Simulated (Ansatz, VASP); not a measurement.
# NaH in VASP and in Ansatz

The input INCAR:

```
SYSTEM = NaH
ALGO = Normal ; EDIFF = 1E-6
ENCUT = 500 ; GGA = PS
GGA_COMPAT = .FALSE. ; ISIF = 2
ISMEAR = 0 ; LASPH = .TRUE.
LCHARG = .FALSE. ; LREAL = .FALSE.
LWAVE = .FALSE. ; NBANDS = 11
NELM = 120 ; PREC = Accurate
SIGMA = 0.05
```

Contents of KPOINTS:

```
k-points
0
G
  10 10 10
  0 0 0
```

The input POSCAR:

```
NaH
1.0
    2.9994508600      0.0000000000      0.0000000000
    0.0000000000      2.9107971400      0.0000000000
    0.0000000000      0.0000000000      2.9551240000
Na H
1 1
Direct
    0.0000000000      0.0000000000      0.0000000000
    0.5000000000      0.5000000000      0.5000000000
```

Input for Ansatz:

```yaml
crystal:
  lattice:
    - [2.99945086, 0.0, 0.0]
    - [0.0, 2.91079714, 0.0]
    - [0.0, 0.0, 2.955124]
  atoms:
    - { symbol: Na, position: [0.0, 0.0, 0.0] }
    - { symbol: H, position: [0.5, 0.5, 0.5] }
basis:
  ecutwfc: 420
kpoints:
  mp_grid: { grid: [10, 10, 10] }
hamiltonian:
  xc: pbesol
scf:
  occupations: { method: gaussian, width: 0.05 }
output:
  forces: true
  stress: true
  eigenvalues: true
```

Change from the starting cell: strain +0.0150 x Voigt [1, -1, 0, 0, 0, 0], atoms carried along.

Alike in both runs: task single point; functional PBEsol; k mesh 10 × 10 × 10; occupations gaussian, width 0.05 eV; no spin polarisation.

|  | VASP | Ansatz |
| --- | --- | --- |
| version | VASP 6.6.1 | Ansatz 0.2.0 |
| potentials or method | VASP PAW PBE potentials, release 64 (Na_pv, H), cutoff 500 eV | scalar-relativistic, plane waves, PAW |
| valence electrons in the cell | 8 | 10 |

Ansatz gave:

```
gap on the k mesh at the Fermi level (eV)                     : 0.66
least direct gap on the mesh (eV)                             : 4.27
pressure (GPa)                                                : -0.4
traceless stress, the component that is largest in VASP (GPa) : 1.68
```

Q: Estimate VASP's values.

A: gap on the k mesh at the Fermi level (eV): 0.66; least direct gap on the mesh (eV): 4.27; pressure (GPa): -0.5; traceless stress, the component that is largest in VASP (GPa): 1.68.

VASP's potentials were made for PBE, not for PBEsol. VASP's potentials hold 8 valence electrons a cell and Ansatz's 10, so a difference there can come from the potentials and not from the codes.
